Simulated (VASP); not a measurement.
# WC (Qusongite) (P-6m2) in VASP: notebook

Runs on WC (Qusongite). Level: PBEsol. Tasks: single point.

All numbers are computed with VASP 6.6.1; they aren't measurements. Logs are shortened: lines on timing, memory, paths and dates and some standing lists are left out, and cuts for length are marked.

### Step 1. The cell of the first run

It takes space group P-6m2 (No. 187, hexagonal). The conventional cell has a = 2.806 Å, b = 2.806 Å, c = 2.739 Å, α = 90.00°, β = 90.00°, γ = 120.00°. W (site symmetry -6m2) has 6 C at 2.12 Å and 2 W at 2.74 Å within 2.8 Å. C (site symmetry -6m2) has 6 W at 2.12 Å and 2 C at 2.74 Å within 2.8 Å.

### Step 2. Single point, PBEsol

Input file INCAR:

```
SYSTEM = WC
  ALGO = Normal
  EDIFF = 1E-7
  ENCUT = 520
  GGA = PS
  ISIF = 2
  ISMEAR = -1
  LASPH = .TRUE.
  LCHARG = .FALSE.
  LREAL = .FALSE.
  LWAVE = .FALSE.
  NBANDS = 16
  NELM = 100
  PREC = Accurate
  SIGMA = 0.05
```

Input file KPOINTS:

```
k-points
0
G
  11 11 10
  0 0 0
```

Input file POSCAR:

```
WC
1.0
    2.8061948964      0.0000000000      0.0000000000
   -1.4030974482      2.4302333300      0.0000000000
    0.0000000000      0.0000000000      2.7387071884
W C
1 1
Direct
    0.0000000000      0.0000000000      0.0000000000
    0.6666666667      0.3333333333      0.5000000000
```

Potentials or basis: VASP PAW PBE potentials, release 64 (W_sv, C).

On the command line:

```bash
$ cat potpaw_PBE.64/W_sv/POTCAR potpaw_PBE.64/C/POTCAR > POTCAR
$ mpirun -np 1 vasp_std > vasp.out
```

OUTCAR:

```text
SYSTEM = WC
   EDIFF = 1E-7
   ENCUT = 520
   GGA = PS
   ISIF = 2
   ISMEAR = -1
   LASPH = .TRUE.
   LREAL = .FALSE.
   NELM = 100
   PREC = Accurate

 ion  position               nearest neighbor table
   1  0.000  0.000  0.000-   2 2.12   2 2.12   2 2.12   2 2.12   2 2.12   2 2.12
   2  0.667  0.333  0.500-   1 2.12   1 2.12   1 2.12   1 2.12   1 2.12   1 2.12

  LATTYP: Found a hexagonal cell.
 ALAT       =     2.8061948964
 C/A-ratio  =     0.9759504559

  Lattice vectors:

 A1 = (   2.8061948964,   0.0000000000,   0.0000000000)
 A2 = (  -1.4030974482,   2.4302333300,   0.0000000000)
 A3 = (   0.0000000000,   0.0000000000,   2.7387071884)

Analysis of symmetry for initial positions (statically):
=====================================================================
 Subroutine PRICEL returns:
 Original cell was already a primitive cell.

 Routine SETGRP: Setting up the symmetry group for a
 hexagonal supercell.

 Subroutine GETGRP returns: Found 12 space group operations
 (whereof 12 operations were pure point group operations)
 out of a pool of 24 trial point group operations.

The static configuration has the point symmetry D_3h.

Analysis of symmetry for dynamics (positions and initial velocities):
=====================================================================
 Subroutine PRICEL returns:
 Original cell was already a primitive cell.

 Routine SETGRP: Setting up the symmetry group for a
 hexagonal supercell.

 Subroutine GETGRP returns: Found 12 space group operations
 (whereof 12 operations were pure point group operations)
 out of a pool of 24 trial point group operations.

The dynamic configuration has the point symmetry D_3h.

 Subroutine INISYM returns: Found 12 space group operations
 (whereof 12 operations are pure point group operations),
 and found     1 'primitive' translations

----------------------------------------------------------------------------------------

                                     Primitive cell

  volume of cell :      18.6772

  direct lattice vectors                    reciprocal lattice vectors
     2.806194896  0.000000000  0.000000000     0.356354436  0.205741561  0.000000000
    -1.403097448  2.430233330  0.000000000     0.000000000  0.411483123  0.000000000
     0.000000000  0.000000000  2.738707188     0.000000000  0.000000000  0.365135785

  length of vectors
     2.806194896  2.806192525  2.738707188     0.411482775  0.411483123  0.365135785

  position of ions in fractional coordinates (direct lattice)
     0.000000000  0.000000000  0.000000000
     0.666666667  0.333333333  0.500000000

  ion indices of the primitive-cell ions
   primitive index   ion index
                 1           1
                 2           2

----------------------------------------------------------------------------------------

 KPOINTS: k-points

Automatic generation of k-mesh.
 Grid dimensions read from file:
 generate k-points for:   11   11   10

 Generating k-lattice:

  Cartesian coordinates                     Fractional coordinates (reciprocal lattice)
     0.032395858  0.018703778  0.000000000     0.090909091  0.000000000  0.000000000
     0.000000000  0.037407557  0.000000000     0.000000000  0.090909091  0.000000000
     0.000000000  0.000000000  0.036513579     0.000000000  0.000000000  0.100000000

  Length of vectors
     0.037407525  0.037407557  0.036513579

  Shift w.r.t. Gamma in fractional coordinates (k-lattice)
     0.000000000  0.000000000  0.000000000

 Subroutine IBZKPT returns following result:
 ===========================================

 Found     96 irreducible k-points:

 Following reciprocal coordinates:
            Coordinates               Weight
  0.000000  0.000000  0.000000      1.000000
  0.090909  0.000000  0.000000      6.000000
  0.181818  0.000000  0.000000      6.000000
  0.272727  0.000000  0.000000      6.000000
  0.363636  0.000000  0.000000      6.000000
  0.454545 -0.000000  0.000000      6.000000
[... 16 lines left out ...]
  0.090909  0.090909  0.100000     12.000000
  0.181818  0.090909  0.100000     24.000000
 [... further k-points ...]
   k-points           NKPTS =     96   k-points in BZ     NKDIM =     96   number of bands    NBANDS=     16
   number of dos      NEDOS =    301   number of ions     NIONS =      2
   total plane-waves  NPLWV =  11520
   dimension x,y,z NGX =    24 NGY =   24 NGZ =   20
   dimension x,y,z NGXF=    48 NGYF=   48 NGZF=   40
   ions per type =               1   1
   NGX,Y,Z   is equivalent  to a cutoff of  14.22, 14.22, 12.14 a.u.
   NGXF,Y,Z  is equivalent  to a cutoff of  28.44, 28.44, 24.28 a.u.
 SYSTEM =  WC
   PREC   = accura    normal or accurate (medium, high low for compatibility)
   ISTART =      0    job   : 0-new  1-cont  2-samecut
   ICHARG =      2    charge: 1-file 2-atom 10-const
   ISPIN  =      1    spin polarized calculation?
   LNONCOLLINEAR =      F non collinear calculations
   LSORBIT =      F    spin-orbit coupling
   LASPH  =      T    aspherical Exc in radial PAW
   ENCUT  =  520.0 eV  38.22 Ry    6.18 a.u.   5.22  5.22  5.09*2*pi/ulx,y,z
   NELM   =    100;   NELMIN=  2; NELMDL= -5     # of ELM steps
   EDIFF  = 0.1E-06   stopping-criterion for ELM
   LREAL  =      F    real-space projection
   EDIFFG = 0.1E-05   stopping-criterion for IOM
   NSW    =      0    number of steps for IOM
   IBRION =     -1    ionic relax: 0-MD 1-quasi-New 2-CG
   NFREE  =      0    steps in history (QN), initial steepest desc. (CG)
   ISIF   =      2    stress and relaxation
   ISYM   =      2    0-nonsym 1-usesym 2-fastsym
   POTIM  = 0.5000    time-step for ionic-motion
   TEBEG  =    0.0;   TEEND  =   0.0 temperature during run
   PSTRESS=    0.0 pullay stress
   NELECT =      18.0000    total number of electrons
   NUPDOWN=      -1.0000    fix difference up-down
   EMIN   =  10.00;   EMAX   =-10.00  energy-range for DOS
   EFERMI =   0.00;   METHOD = LEGACY
   ISMEAR =    -1;   SIGMA  =   0.05  broadening in eV -4-tet -1-fermi 0-gaus
   EFERMI_NEDOS =   21; number of points for ismear=-14 and -15
   IALGO  =     38    algorithm
   IMIX   =      4    mixing-type and parameters
     AMIX     =   0.40;   BMIX     =  1.00
     AMIX_MAG =   1.60;   BMIX_MAG =  1.00
  volume/ion in A,a.u.               =       9.34        63.02
  Fermi-wavevector in a.u.,A,eV,Ry     =   1.617069  3.055817 35.578036  2.614912
  Thomas-Fermi vector in A             =   2.711553
   LORBIT       =      0    0 simple, 1 ext, 2 COOP (PROOUT), +10 PAW based schemes
   GGA     = PS    functional components
   LHFCALC =     F    Hartree Fock is set to
   AEXX    =    0.0000 exact exchange contribution
   IVDW    =     0    specifies the selected vdW correction
   LEPSILON=     F    determine dielectric tensor
   LRPA    =     F    only Hartree local field effects (RPA)
 non-spin polarized calculation
  energy-cutoff  :      520.00
  volume of cell :       18.68
 maximum number of plane-waves:       515
 NGX is ok and might be reduce to    24
   NGX = 11   NGY = 11   NGZ = 11

 number of electron      18.0000004 magnetization

 Free energy of the ion-electron system (eV)
  ---------------------------------------------------
  ext. energy  EPLUGINS =         0.00000000
  ---------------------------------------------------
  free energy    TOTEN  =       -23.61619717 eV

  energy without entropy =      -23.61285699  energy(sigma->0) =      -23.61452708

 E-fermi :  12.6210     XC(G=0): -14.5194

 val. band max:       12.6179236967   @ k =   0.0000   0.0000   0.3000
 cond. band min:      12.6260746941   @ k =   0.0000   0.0000   0.1000
 fundamental gap:      0.0081509975
 Fermi energy:        12.6209698636

 k-point     1 :       0.0000    0.0000    0.0000
  band No.  band energies     occupation
      1     -61.2222      2.00000
      2     -25.2028      2.00000
      3     -25.0561      2.00000
      4     -25.0561      2.00000
      5      -2.7463      2.00000
      6       7.5222      2.00000
[... 8 lines left out ...]
     15      27.9942      0.00000
     16      30.1997      0.00000

 k-point     2 :       0.0909    0.0000    0.0000
  band No.  band energies     occupation
      1     -61.2146      2.00000
      2     -25.1895      2.00000
      3     -25.1576      2.00000
      4     -25.0785      2.00000
      5      -2.4949      2.00000
      6       7.5855      2.00000
[... 8 lines left out ...]
     15      27.4234      0.00000
     16      30.7132      0.00000

 k-point     3 :       0.1818    0.0000    0.0000
  band No.  band energies     occupation
      1     -61.1943      2.00000
      2     -25.4230      2.00000
      3     -25.1539      2.00000
      4     -25.1382      2.00000
      5      -1.8016      2.00000
      6       7.0630      2.00000
[... 8 lines left out ...]
     15      26.9736      0.00000
     16      32.0426      0.00000

 k-point     4 :       0.2727    0.0000    0.0000
  band No.  band energies     occupation
      1     -61.1675      2.00000
      2     -25.7567      2.00000
      3     -25.2154      2.00000
      4     -25.1068      2.00000
      5      -0.8310      2.00000
      6       6.1429      2.00000
[... 8 lines left out ...]
     15      27.6096      0.00000
     16      31.8806      0.00000
[... 324 lines left out ...]
 k-point    22 :       0.4545   -0.0000    0.1000
  band No.  band energies     occupation
      1     -61.1220      2.00000
      2     -26.2041      2.00000
      3     -25.3151      2.00000
      4     -25.1371      2.00000
      5       0.9468      2.00000
      6       4.8849      2.00000
[... 8 lines left out ...]
     15      26.9309      0.00000
     16      31.6305      0.00000

 k-point    23 :       0.0909    0.0909    0.1000
  band No.  band energies     occupation
      1     -61.1943      2.00000
      2     -25.3275      2.00000
      3     -25.2691      2.00000
      4     -25.1159      2.00000
      5      -1.7625      2.00000
      6       7.4366      2.00000
[... 8 lines left out ...]
     15      26.8165      0.00000
     16      31.0929      0.00000

 k-point    24 :       0.1818    0.0909    0.1000
  band No.  band energies     occupation
      1     -61.1708      2.00000
      2     -25.6062      2.00000
      3     -25.2284      2.00000
      4     -25.1994      2.00000
      5      -0.9610      2.00000
      6       6.6404      2.00000
[... 8 lines left out ...]
     15      26.6960      0.00000
     16      31.4579      0.00000

 [... further k-points ...]

------------------------ aborting loop because EDIFF is reached ----------------------------------------

  FORCE on cell =-STRESS in cart. coord.  units (eV):
  Direction    XX          YY          ZZ          XY          YZ          ZX
  --------------------------------------------------------------------------------------
  -------------------------------------------------------------------------------------
  Total        5.6428916      5.6428789      6.4162131     -0.0000000      0.0000000      0.0000000
  in kB      484.0618844    484.0607936    550.3994066     -0.0000000      0.0000000      0.0000000
  external PRESSURE =     506.1740282 kB  Pullay stress =       0.0000000 kB

 VOLUME and BASIS-vectors are now :
 -----------------------------------------------------------------------------
  energy-cutoff  :      520.00
  volume of cell :       18.68
      direct lattice vectors                 reciprocal lattice vectors
     2.806194896  0.000000000  0.000000000     0.356354436  0.205741561  0.000000000
    -1.403097448  2.430233330  0.000000000     0.000000000  0.411483123  0.000000000
     0.000000000  0.000000000  2.738707188     0.000000000  0.000000000  0.365135785

 POSITION                                       TOTAL-FORCE (eV/Angst)
 -----------------------------------------------------------------------------------
      0.00000      0.00000      0.00000         0.000000      0.000000      0.000000
      1.40310      0.81008      1.36935        -0.000000      0.000000      0.000000
 -----------------------------------------------------------------------------------
    total drift:                                0.000000     -0.000011     -0.000000

  FREE ENERGIE OF THE ION-ELECTRON SYSTEM (eV)
  ---------------------------------------------------
  free  energy   TOTEN  =       -23.6161971728 eV

  energy  without entropy=      -23.6128569906  energy(sigma->0) =      -23.61452708
```

It took 14 s on 1 thread of Intel Xeon 6975P-C, shared host; peak memory 0.15 GiB.

The run converged, but its numbers aren't listed here, since they failed a check.

Caveat: the PAW data sets were made with another functional, which shifts forces and pressure a little; spin-orbit coupling is left out, which moves the levels of the heavy elements.

(Continued in part 2 of 2.)
